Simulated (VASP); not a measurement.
# P5C (P-62m) in VASP: notebook, part 2 of 2

VASP 6.6.1. The steps go on from the part before.

## 4. Relaxation of cell and atoms, PBE

This run uses another cell than the first one, of 25.11 Å³/atom.

INCAR

```
  PREC = Accurate
  ENCUT = 600
  EDIFF = 1E-6
  ISMEAR = 0
  SIGMA = 0.1
  LREAL = F
  LASPH = T
  NELM = 100
  ALGO = Normal
  ISIF = 3
  LWAVE = F
  LCHARG = F
  GGA = PE
  IBRION = 2
  NSW = 90
  EDIFFG = -0.04
```

KPOINTS

```
Automatic mesh
0
Gamma
  6 6 4
```

POSCAR

```
P5C
1.0
    5.7262805900      0.0000000000      0.0000000000
   -2.8631402900      4.9591044600      0.0000000000
    0.0000000000      0.0000000000      5.3045901700
P C
5 1
Direct
    0.0000000000      0.6714212300      0.0000000000
    0.6714212300      0.0000000000      0.0000000000
    0.3285787700      0.3285787700      0.0000000000
    0.6666666700      0.3333333300      0.5000000000
    0.3333333300      0.6666666700      0.5000000000
    0.0000000000      0.0000000000      0.5000000000
```

The run is started by

```bash
$ cat potpaw_PBE.64/P/POTCAR potpaw_PBE.64/C/POTCAR > POTCAR
$ mpirun -np 1 vasp_std > vasp.out
```

Run time: 20 min. Hardware: 1 thread of Intel Xeon 8259CL, shared host; peak memory 0.34 GiB.

The run converged. Its results:

```yaml
Free_energy: -27.9017 eV
Relaxed_volume: 14.00 Å³/atom
Relaxed_cell: a = 4.551 Å, b = 4.551 Å, c = 4.683 Å, α = 90.00°, β = 90.00°, γ = 120.00°
Space_group_after_relaxing_to_0.1_Å: P-62m (No. 189)
Energy_gained_by_relaxing: 1185.5 meV/atom
Ionic_steps: 17
Pressure_after_relaxing: -0.1 GPa
Largest_force_after_relaxing: 0.033 eV/Å
Band_gap_on_the_k_mesh: zero (an odd number of electrons rules out a gap without spin polarisation)
```

Forces in eV/Å, atoms in the order of the input:
```
P    0.017 -0.029  0.000
P   -0.033  0.000  0.000
P    0.017  0.029  0.000
P    0.000  0.000  0.000
P    0.000  0.000  0.000
C    0.000  0.000  0.000
```

Step by step:
| step | energy change (eV) | largest force (eV/Å) | pressure (GPa) | volume (Å³) |
| --- | --- | --- | --- | --- |
| 1 | 0.0000 | 0.1284 | -17.74 | 150.64 |
| 2 | -5.8316 | 0.3900 | -13.85 | 97.79 |
| 3 | -6.7954 | 0.5159 | -2.75 | 81.66 |
| 4 | -6.8201 | 0.5454 | 1.31 | 78.31 |
| 5 | -6.8213 | 0.5355 | -0.18 | 79.46 |
| 6 | -6.9227 | 0.4724 | 0.68 | 78.97 |
| 7 | -6.9284 | 0.4602 | 1.01 | 78.81 |
| 8 | -6.9291 | 0.4596 | 1.16 | 78.75 |
| 9 | -6.9796 | 0.4707 | 0.00 | 79.90 |
| 10 | -7.0913 | 0.3051 | -1.37 | 83.41 |
| 11 | -6.1787 | 5.4799 | 6.88 | 90.73 |
| 12 | -7.1000 | 0.2352 | -1.05 | 83.69 |
| 13 | -7.1052 | 0.0028 | -0.74 | 84.63 |
| 14 | -7.1056 | 0.0757 | -0.83 | 84.38 |
| 15 | -7.0672 | 0.8546 | 2.63 | 83.49 |
| 16 | -7.1091 | 0.0905 | -0.08 | 84.16 |
| 17 | -7.1131 | 0.0332 | -0.08 | 83.99 |

Final structure:
```
CELL_PARAMETERS angstrom
4.55087 0.00000 0.00000
-2.27544 3.94117 0.00000
0.00000 0.00000 4.68288
ATOMIC_POSITIONS crystal
P 0.00000 0.71885 0.00000
P 0.71885 0.00000 0.00000
P 0.28115 0.28115 0.00000
P 0.66667 0.33333 0.50000
P 0.33333 0.66667 0.50000
C 0.00000 0.00000 0.50000
```

Levels at points of the mesh, in eV from the Fermi level:
```tsv
k point	band 11	band 12	band 13	band 14	band 15	band 16	band 17	band 18
(0.00, 0.00, 0.00)	-2.18	-2.18	-1.76	-1.76	-1.05	-0.78	-0.05	0.06
(0.50, 0.00, 0.00)	-2.20	-1.85	-0.88	-0.48	-0.02	0.02	1.93	2.32
(0.00, 0.00, 0.50)	-4.49	-3.77	-3.77	-3.67	-1.98	-1.55	2.13	3.59
(0.50, 0.00, 0.50)	-0.81	-0.38	-0.37	0.10	0.25	0.80	1.14	1.83
```

Caveat: the volume moved by over 15 % at a fixed basis, so the end points are rough; the highest band is partly filled, so the run has too few bands; an odd number of electrons without spin polarisation forces a metal; a magnetic or distorted state may lie lower.

## 5. Single point, PBE, collinear spin

This run uses another cell than the first one, of 25.11 Å³/atom.

INCAR

```
SYSTEM = P5C
ALGO = Normal ; EDIFF = 1E-7
ENCUT = 520 ; GGA = PE
ISIF = 2 ; ISMEAR = 0
ISPIN = 2 ; LASPH = .TRUE.
LCHARG = .FALSE. ; LORBIT = 11
LREAL = .FALSE. ; LWAVE = .FALSE.
MAGMOM = 0 0 0 0 0 1 ; NBANDS = 28
NELM = 150 ; PREC = Accurate
SIGMA = 0.1
```

KPOINTS

```
k-points
0
G
  6 6 4
  0 0 0
```

POSCAR is that of step 4.

The run is started by

```bash
$ cat potpaw_PBE.64/P/POTCAR potpaw_PBE.64/C/POTCAR > POTCAR
$ mpirun -np 1 vasp_std > vasp.out
```

It took 11 min on 1 thread of Intel Xeon 8259CL, shared host; peak memory 0.42 GiB.

Results (log left out):

```
Free energy                                           : -20.7904 eV
Pressure                                              : -17.8 GPa
Largest force                                         : 0.133 eV/Å
Net moment                                            : 0.00 μB per cell
Valence electrons inside the program's atomic spheres : P 2.23, 2.22 (each value once); C 1.94
```

Forces in eV/Å, atoms in the order of the input:
```
P   -0.066  0.115  0.000
P    0.133  0.000  0.000
P   -0.066 -0.115  0.000
P    0.000  0.000  0.000
P    0.000  0.000  0.000
C    0.000  0.000  0.000
```

Stress tensor (GPa, compression positive):
```
-18.57   0.00   0.00
  0.00 -18.57   0.00
  0.00   0.00 -16.12
```

Levels at points of the mesh, in eV from the Fermi level:
Spin up:
```
           k point  band 11  band 12  band 13  band 14  band 15  band 16  band 17  band 18  band 19  band 20
(0.00, 0.00, 0.00)    -1.64    -1.23    -1.23    -0.36    -0.34    -0.34    -0.21    -0.21    -0.09     1.87
(0.50, 0.00, 0.00)    -1.33    -1.22    -1.18    -0.83    -0.61     0.33     0.45     0.83     0.99     1.60
(0.00, 0.00, 0.50)    -2.13    -2.13    -1.55    -1.55    -0.71    -0.45     1.50     1.76     1.76     1.99
(0.50, 0.00, 0.50)    -1.47    -1.27     0.31     0.44     0.48     0.55     1.01     1.01     1.09     1.16
```
Spin down:
| k point | band 13 | band 14 | band 15 | band 16 | band 17 | band 18 |
| --- | --- | --- | --- | --- | --- | --- |
| (0.00, 0.00, 0.00) | -1.23 | -0.36 | -0.34 | -0.34 | -0.21 | -0.21 |
| (0.50, 0.00, 0.00) | -1.18 | -0.83 | -0.61 | 0.33 | 0.45 | 0.83 |
| (0.00, 0.00, 0.50) | -1.55 | -1.55 | -0.71 | -0.45 | 1.50 | 1.76 |
| (0.50, 0.00, 0.50) | 0.31 | 0.44 | 0.48 | 0.54 | 1.01 | 1.01 |

Caveat: the cell stands under tension.

## 6. Summary

```tsv
task	spin	cell	k mesh	cutoff (eV)	gap on the mesh (eV)	pressure (GPa)	moment (μB)	largest force (eV/Å)
single point	collinear	a = 4.543, b = 4.543, c = 4.675 Å, angles 90.0, 90.0, 120.0°, 6 atoms, atomic positions A	6 × 6 × 4	520	none	-0.1	0.00	0.09
single point	off	a = 5.465, b = 5.465, c = 3.034 Å, angles 90.0, 90.0, 120.0°, 6 atoms, atomic positions B	12 × 12 × 12	520	none	-0.2	-	-
relaxation of cell and atoms	off	relaxed from a = 5.726, b = 5.726, c = 5.305 Å, angles 90.0, 90.0, 120.0°, 6 atoms, atomic positions C	6 × 6 × 4	600	none	-0.1	-	0.03
single point	collinear	a = 5.726, b = 5.726, c = 5.305 Å, angles 90.0, 90.0, 120.0°, 6 atoms, atomic positions C	6 × 6 × 4	520	none	-17.8	0.00	0.13
```

Alike in all rows: level PBE; potentials or basis VASP PAW PBE potentials, release 64 (P, C); smearing gaussian 0.1 eV.

Caveats: an odd number of electrons without spin polarisation forces a metal (at least some runs); a magnetic or distorted state may lie lower (at least some runs); the volume moved by over 15 % at a fixed basis, so the end points are rough (at least some runs); the highest band is partly filled, so the run has too few bands (at least some runs); the cell stands under tension (at least some runs).

Total energies depend on the potentials used, so only differences within one code and one set of settings carry meaning.
